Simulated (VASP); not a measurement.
The system is GaP.

```
Ga P
1.0
     0.00000    2.72525    2.72525
     2.72525    0.00000    2.72525
     2.72525    2.72525    0.00000
Ga P
1 1
Direct
  0.00000 0.00000 0.00000
  0.25000 0.25000 0.25000
```

| Item | Value |
| --- | --- |
| Program | VASP 6.6.1 |
| Task | relaxation of volume and atoms at fixed shape |
| Functional | PBE |
| Potentials or basis | VASP PAW PBE potentials, release 64 (Ga_d, P) |
| Cutoff | 500 eV |
| k mesh | 6 × 6 × 6 |
| Occupations | gaussian, width 0.01 eV |
| Spin | no spin polarisation |

At the start: pressure 2.5 GPa; volume 20.24 Å³/atom.

Question: How do energy, volume and symmetry change on relaxing?

Answer: Over 3 steps the energy falls by 4.7 meV/atom and the volume is 20.86 Å³/atom (+3.1 %); space group F-43m (No. 216, to 0.05 Å).

The path:
| step | energy change (eV) | largest force (eV/Å) | pressure (GPa) | volume (Å³) |
| --- | --- | --- | --- | --- |
| 1 | 0.0000 | 0.0000 | 2.50 | 40.48 |
| 2 | -0.0071 | 0.0000 | -1.11 | 42.36 |
| 3 | -0.0094 | 0.0000 | 0.00 | 41.72 |

Final structure:
```xyz
2
Lattice="0.0000 2.7528 2.7528 2.7528 0.0000 2.7528 2.7528 2.7528 0.0000" Properties=species:S:1:pos:R:3 pbc="T T T"
Ga    0.0000    0.0000    0.0000
P     1.3764    1.3764    1.3764
```
